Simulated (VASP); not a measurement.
Here is a VASP 6.6.1 calculation.

File INCAR:

```
PREC = Accurate
ENCUT = 520
EDIFF = 1E-6
ISMEAR = 0
SIGMA = 0.05
LREAL = False
LASPH = True
NELM = 100
ALGO = Normal
ISIF = 2
LWAVE = False
LCHARG = True
GGA = PE
LELF = True
LVHAR = True
NBANDS = 24
```

File KPOINTS:

```
Automatic mesh
0
Gamma
  6 6 6
```

File POSCAR:

```
KMgF3
1.0
    4.1453360000      0.0000000000      0.0000000000
    0.0000000000      4.1453360000      0.0000000000
    0.0000000000      0.0000000000      4.1453360000
K Mg F
1 1 3
Direct
    0.5000000000      0.5000000000      0.5000000000
    0.0000000000      0.0000000000      0.0000000000
    0.5000000000      0.0000000000      0.0000000000
    0.0000000000      0.5000000000      0.0000000000
    0.0000000000      0.0000000000      0.5000000000
```

Potentials or basis: VASP PAW PBE potentials, release 64 (K_sv, Mg, F).

The run is started by

```bash
$ cat potpaw_PBE.64/K_sv/POTCAR potpaw_PBE.64/Mg/POTCAR potpaw_PBE.64/F/POTCAR > POTCAR
$ mpirun -np 1 vasp_std > vasp.out
```

Q: What does it give for the band gap on the k mesh?

A: 6.47 eV (least direct gap 6.79 eV).

Q: Estimate the pressure.

A: -4.2 GPa.

Caveat: the cell differs from its parent crystal (strain +0.040 along x and y, +0.040 along z); the cell stands under tension. A k mesh can miss the band edges.
